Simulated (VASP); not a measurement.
# Ni (Fm-3m) in VASP: further runs, part 2 of 2

VASP 6.6.1. Earlier steps stand in the parts before.

**5. Single point, LDA**

This run uses another cell than the first one, of 11.24 Å³/atom, 1.192 times its volume.

Input file INCAR:

```
ALGO = Normal
EDIFF = 1E-6
ENCUT = 520
ISIF = 2
ISMEAR = 0
LASPH = True
LCHARG = False
LREAL = False
LWAVE = False
NBANDS = 11
NELM = 80
PREC = Accurate
SIGMA = 0.15
```

Input file KPOINTS:

```
k-points
0
Gamma
  24 24 24
```

Input file POSCAR:

```
Ni
1.0
    0.0000000000      1.7779195489      1.7779195489
    1.7779195489      0.0000000000      1.7779195489
    1.7779195489      1.7779195489      0.0000000000
Ni
1
Direct
    0.0000000000      0.0000000000      0.0000000000
```

Potentials or basis: VASP PAW LDA potentials, release 64 (Ni).

Command:

```
$ cat potpaw_LDA.64/Ni/POTCAR > POTCAR
$ mpirun -np 1 vasp_std > vasp.out
```

OUTCAR:

```text
EDIFF = 1E-6
   ENCUT = 520
   ISIF = 2
   ISMEAR = 0
   LASPH = True
   LREAL = False
   NELM = 80
   PREC = Accurate

 ion  position               nearest neighbor table
   1  0.000  0.000  0.000-

  LATTYP: Found a face centered cubic cell.
 ALAT       =     3.5558390978

  Lattice vectors:

 A1 = (   0.0000000000,   1.7779195489,   1.7779195489)
 A2 = (   1.7779195489,   0.0000000000,   1.7779195489)
 A3 = (   1.7779195489,   1.7779195489,   0.0000000000)

Analysis of symmetry for initial positions (statically):
=====================================================================
 Subroutine PRICEL returns:
 Original cell was already a primitive cell.

 Routine SETGRP: Setting up the symmetry group for a
 face centered cubic supercell.

 Subroutine GETGRP returns: Found 48 space group operations
 (whereof 48 operations were pure point group operations)
 out of a pool of 48 trial point group operations.

The static configuration has the point symmetry O_h .

Analysis of symmetry for dynamics (positions and initial velocities):
=====================================================================
 Subroutine PRICEL returns:
 Original cell was already a primitive cell.

 Routine SETGRP: Setting up the symmetry group for a
 face centered cubic supercell.

 Subroutine GETGRP returns: Found 48 space group operations
 (whereof 48 operations were pure point group operations)
 out of a pool of 48 trial point group operations.

The dynamic configuration has the point symmetry O_h .

 Subroutine INISYM returns: Found 48 space group operations
 (whereof 48 operations are pure point group operations),
 and found     1 'primitive' translations

----------------------------------------------------------------------------------------

                                     Primitive cell

  volume of cell :      11.2400

  direct lattice vectors                    reciprocal lattice vectors
[... 104 lines left out ...]
     AMIX     =   0.40;   BMIX     =  1.00
     AMIX_MAG =   1.60;   BMIX_MAG =  1.00
  volume/ion in A,a.u.               =      11.24        75.85
  Fermi-wavevector in a.u.,A,eV,Ry     =   1.574536  2.975443 33.731089  2.479165
  Thomas-Fermi vector in A             =   2.675656
   LORBIT       =      0    0 simple, 1 ext, 2 COOP (PROOUT), +10 PAW based schemes
   GGA     = CA    functional components
   LHFCALC =     F    Hartree Fock is set to
   AEXX    =    0.0000 exact exchange contribution
   IVDW    =     0    specifies the selected vdW correction
   LEPSILON=     F    determine dielectric tensor
   LRPA    =     F    only Hartree local field effects (RPA)
 non-spin polarized calculation
 Gauss-broadening in eV      SIGMA  =   0.15
  energy-cutoff  :      520.00
  volume of cell :       11.24
 maximum number of plane-waves:       315
   NGX =  9   NGY =  9   NGZ =  9

 number of electron      10.0000006 magnetization

 Free energy of the ion-electron system (eV)
  ---------------------------------------------------
  ext. energy  EPLUGINS =         0.00000000
  ---------------------------------------------------
  free energy    TOTEN  =        -6.46273417 eV

  energy without entropy =       -6.42161666  energy(sigma->0) =       -6.44217542

 E-fermi :   8.4144     XC(G=0): -13.4191

 val. band max:        8.4135696246   @ k =  -0.3750   0.3750   0.1250
 cond. band min:       8.4144058250   @ k =  -0.4583   0.2917   0.0000
 fundamental gap:      0.0008362003
 Fermi energy:         8.4143962733

 k-point     1 :       0.0000    0.0000    0.0000
  band No.  band energies     occupation
      1      -0.1713      2.00000
      2       6.6275      2.00000
      3       6.6275      2.00000
      4       6.6275      2.00000
      5       7.7044      2.00000
      6       7.7044      2.00000
      7      32.0676      0.00000
      8      35.5973      0.00000
      9      35.5973      0.00000
     10      35.5973      0.00000
     11      38.5226      0.00000
[... 309 lines left out ...]
 k-point    24 :       0.4583    0.0417    0.0000
  band No.  band energies     occupation
      1       4.1321      2.00000
      2       6.5861      2.00000
      3       6.6461      2.00000
      4       7.6184      2.00000
      5       8.3838      1.22731
      6       8.6946      0.00825
      7      15.0017      0.00000
      8      30.3898      0.00000
      9      31.7822      0.00000
     10      32.4422      0.00000
     11      36.2735      0.00000

 [... further k-points ...]
[... 5 lines left out ...]
  --------------------------------------------------------------------------------------
  -------------------------------------------------------------------------------------
  Total       -1.5754826     -1.5754826     -1.5754826     -0.0000000      0.0000000     -0.0000000
  in kB     -224.5731742   -224.5731742   -224.5731742     -0.0000000      0.0000000     -0.0000000
  external PRESSURE =    -224.5731742 kB  Pullay stress =       0.0000000 kB

 VOLUME and BASIS-vectors are now :
 -----------------------------------------------------------------------------
  energy-cutoff  :      520.00
  volume of cell :       11.24
      direct lattice vectors                 reciprocal lattice vectors
     0.000000000  1.777919549  1.777919549    -0.281227573  0.281227573  0.281227573
     1.777919549  0.000000000  1.777919549     0.281227573 -0.281227573  0.281227573
     1.777919549  1.777919549  0.000000000     0.281227573  0.281227573 -0.281227573

 POSITION                                       TOTAL-FORCE (eV/Angst)
 -----------------------------------------------------------------------------------
      0.00000      0.00000      0.00000         0.000000      0.000000      0.000000
 -----------------------------------------------------------------------------------
    total drift:                                0.000000      0.000000      0.000000

  FREE ENERGIE OF THE ION-ELECTRON SYSTEM (eV)
  ---------------------------------------------------
  free  energy   TOTEN  =        -6.4627341749 eV

  energy  without entropy=       -6.4216166559  energy(sigma->0) =       -6.44217542
```

It took 39 s on 1 thread of Intel Xeon Platinum 8259CL at 2.50GHz (Skylake/Cascade Lake), shared host; peak memory 0.16 GiB.

What came out:

* Free energy: -6.4627 eV
* Pressure: -22.5 GPa
* Band gap on the k mesh: zero (band 5 reaches 8.57 eV, above the bottom of band 6 at 7.66 eV)

Caveat: the run has no spin polarisation, though such a crystal can be magnetic. Spin polarisation is off, so any magnetic state and its effect on volume and gap are missing.

**6. Single point, LDA**

This run uses another cell than the first one, of 11.84 Å³/atom, 1.255 times its volume.

Input file INCAR:

```
PREC = Accurate ; ENCUT = 520
EDIFF = 1E-7 ; ISMEAR = 0
SIGMA = 0.15 ; LREAL = False
LASPH = True ; NELM = 80
ALGO = Normal ; ISIF = 2
LWAVE = False ; LCHARG = True
LELF = True ; LVHAR = True
NBANDS = 11
```

Input file KPOINTS:

```
regular mesh
0
Gamma
  24 24 24
```

Input file POSCAR:

```
Ni
1.0
    0.0000000000      1.8091101921      1.8091101921
    1.8091101921      0.0000000000      1.8091101921
    1.8091101921      1.8091101921      0.0000000000
Ni
1
Direct
    0.0000000000      0.0000000000      0.0000000000
```

Potentials or basis: VASP PAW LDA potentials, release 64 (Ni).

Command:

```
$ cat potpaw_LDA.64/Ni/POTCAR > POTCAR
$ mpirun -np 1 vasp_std > vasp.out
```

Wall time 39 s (1 thread of Intel Xeon Platinum 8259CL at 2.50GHz (Skylake/Cascade Lake), shared host); peak memory 0.16 GiB.

The run converged. Its results:

- Free energy: -6.3663 eV
- Pressure: -28.5 GPa
- Band gap on the k mesh: zero (band 5 reaches 7.85 eV, above the bottom of band 6 at 7.02 eV)

Levels at points of the mesh, in eV from the Fermi level:
```csv
k point,band 1,band 2,band 3,band 4,band 5,band 6,band 7,band 8,band 9,band 10
"(0.00, 0.00, 0.00)",-8.23,-1.65,-1.65,-1.65,-0.66,-0.66,23.22,26.34,26.34,26.34
"(0.50, 0.00, 0.00)",-3.98,-1.68,-1.68,-0.02,-0.02,0.07,5.49,21.77,23.33,23.33
"(0.50, 0.50, 0.00)",-3.77,-3.27,-0.02,0.13,0.13,2.59,8.84,14.20,14.20,19.06
```

Caveat: the run has no spin polarisation, though such a crystal can be magnetic.

**7. The runs side by side**

| cell | gap on the mesh (eV) | pressure (GPa) |
| --- | --- | --- |
| a = 2.372 Å, angles 60.0°, 1 atom | none | 16.9 |
| a = 2.421 Å, angles 60.0°, 1 atom | none | -1.4 |
| a = 2.469 Å, angles 60.0°, 1 atom | none | -13.6 |
| a = 2.514 Å, angles 60.0°, 1 atom | none | -22.5 |
| a = 2.558 Å, angles 60.0°, 1 atom | none | -28.5 |

Alike in all rows: task single point; level LDA; potentials or basis VASP PAW LDA potentials, release 64 (Ni); no spin polarisation; k mesh 24 × 24 × 24; cutoff (eV) 520; smearing gaussian 0.15 eV.

Caveats: the run has no spin polarisation, though such a crystal can be magnetic.

Absolute energies hang on the potentials; compare differences alone.
